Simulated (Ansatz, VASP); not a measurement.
**SnTe in VASP and in Ansatz**

```
Sn Te
1.0
     0.00000    3.31945    3.31945
     3.31945    0.00000    3.31945
     3.31945    3.31945    0.00000
Sn Te
1 1
Cartesian
  0.0000 0.0000 0.0000
  3.3195 3.3195 3.3195
```

Change from the starting cell: hydrostatic strain +4.1%.

Alike in both runs: task single point; functional HSE06; k mesh 6 × 6 × 6; no spin polarisation.

```csv
,VASP,Ansatz
version,VASP 6.6.1,Ansatz 0.2.0
potentials or method,"VASP PAW PBE potentials, release 64 (Sn_d, Te)","plane waves, PAW"
plane-wave cutoff (eV),520,420
occupations,"gaussian, width 0.01 eV",fixed
valence electrons in the cell,20,30
```

|  | VASP | Ansatz | Ansatz less VASP |
| --- | --- | --- | --- |
| gap on the k mesh at the Fermi level (eV) | 0.58 | 0.62 | +0.039 |
| pressure (GPa) | -4.5 | -4.3 | +0.14 |

VASP's potentials hold 20 valence electrons a cell and Ansatz's 30, so a difference there can come from the potentials and not from the codes. Ansatz's warnings: stress exchange threshold loose, stress scf threshold loose.

Neither program's run includes spin-orbit coupling.
